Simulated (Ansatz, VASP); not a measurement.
# Two plane-wave programs on Ta3H

Contents of INCAR:

```
SYSTEM = Ta3H
PREC = Accurate ; ENCUT = 520
EDIFF = 1E-6 ; ISMEAR = 0
SIGMA = 0.1 ; LREAL = .False.
LASPH = .True. ; NELM = 60
ALGO = Normal ; ISIF = 2
LWAVE = .False. ; LCHARG = .True.
LDIPOL = .True. ; IDIPOL = 3
DIPOL = 0.5 0.5 0.337 ; GGA = CA
LELF = .True. ; LVHAR = .True.
LVACPOTAV = .True. ; NBANDS = 44
```

KPOINTS

```
regular mesh
0
Gamma
  6 6 1
  0 0 0
```

File POSCAR:

```
Ta3H
1.0
    4.6002247492      0.0000000000      0.0000000000
   -2.3001123746      3.9839114959      0.0000000000
    0.0000000000      0.0000000000     22.4017722044
Ta H
6 2
Direct
    0.6666666667      0.3333333333      0.1785573018
    0.3333333333      0.6666666667      0.2204743848
    0.0000000000      0.0000000000      0.2623914678
    0.6666666667      0.3333333333      0.3016814391
    0.3333333333      0.6666666667      0.3385386112
    0.0000000000      0.0000000000      0.3750494438
    0.2334469093      0.6666666667      0.5089674201
    0.4332197574      0.6666666667      0.5089674201
```

Input for Ansatz:

```yaml
crystal:
  lattice:
    - [4.6002247492, 0.0, 0.0]
    - [-2.3001123746, 3.9839114959, 0.0]
    - [0.0, 0.0, 22.4017722044]
  atoms:
    - { symbol: Ta, position: [0.6666666667, 0.3333333333, 0.1785573018] }
    - { symbol: Ta, position: [0.3333333333, 0.6666666667, 0.2204743848] }
    - { symbol: Ta, position: [0.0, 0.0, 0.2623914678] }
    - { symbol: Ta, position: [0.6666666667, 0.3333333333, 0.3016814391] }
    - { symbol: Ta, position: [0.3333333333, 0.6666666667, 0.3385386112] }
    - { symbol: Ta, position: [0.0, 0.0, 0.3750494438] }
    - { symbol: H, position: [0.2334469093, 0.6666666667, 0.5089674201] }
    - { symbol: H, position: [0.4332197574, 0.6666666667, 0.5089674201] }
basis:
  ecutwfc: 420
kpoints:
  mp_grid: { grid: [6, 6, 1] }
hamiltonian:
  xc: lda
  pseudopotentials: { kind: paw, azcp: { folder: soft_1 } }
scf:
  occupations: { method: gaussian, width: 0.1 }
output:
  forces: true
  eigenvalues: true
efield:
  axis: 3
  dipole_correction: true
  ramp_width: 0.04
```

Alike in both runs: task single point; functional LDA; k mesh 6 × 6 × 1; occupations gaussian, width 0.1 eV; no spin polarisation.

```csv
,VASP,Ansatz
version,VASP 6.6.1,Ansatz 0.2.0
potentials or method,"VASP PAW LDA potentials, release 64 (Ta_pv, H), cutoff 520 eV","scalar-relativistic, plane waves, PAW"
valence electrons in the cell,68,80
```

|  | VASP | Ansatz | Ansatz less VASP |
| --- | --- | --- | --- |
| gap on the k mesh at the Fermi level (eV) | none | none | - |
| rms of the force components (eV/Å) | 1.056 | 1.061 | +0.0044 |
| work function, face that differs most (eV) | 3.80 | 3.80 | -0.006 |

Ansatz warns that its potentials were made for another functional, while VASP's fit it. LDA's correlation is that of Perdew and Zunger in VASP and of Perdew and Wang (1992) in Ansatz. Atom by atom the forces differ by 0.027 eV/Å (rms over components). A gap of «none» marks a metal or a gap that the smearing closes. VASP's potentials hold 68 valence electrons a cell and Ansatz's 80, so a difference there can come from the potentials and not from the codes. Ansatz's warnings: vacuum below fermi.

Spin-orbit coupling is off throughout.
